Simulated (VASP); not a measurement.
Crystal: Pd.

```
Pd
1.0
     2.80210    0.00000    0.00000
    -1.40105    2.42669    0.00000
     0.00000    0.00000    4.65955
Pd
2
Cartesian
  0.0000 1.6178 1.1649
  1.4011 0.8089 3.4947
```

Base run:

| Item | Value |
| --- | --- |
| Program | VASP 6.6.1 |
| Functional | r2SCAN |
| Potentials or basis | VASP PAW PBE potentials, release 64 (Pd) |
| Cutoff | 520 eV |
| k mesh | 11 × 11 × 6 |
| Occupations | fermi-dirac, width 0.05 eV |
| Spin | no spin polarisation |

Its results: band gap on the k mesh zero (band 10 reaches 8.61 eV, above the bottom of band 11 at 7.80 eV); pressure -8.0 GPa.

Q: The run is repeated on the same cell with these changes: functional from r2SCAN to PBEsol; further incar settings from ALGO = Normal; EDIFF = 1e-06; NBANDS = 17 to ALGO = Normal; EDIFF = 1e-07; NBANDS = 17. What comes out?

A: Band gap on the k mesh zero (band 10 reaches 8.60 eV, above the bottom of band 11 at 7.83 eV); pressure -13.2 GPa.

Caveats: the PAW data sets were made with another functional, which shifts forces and pressure a little.
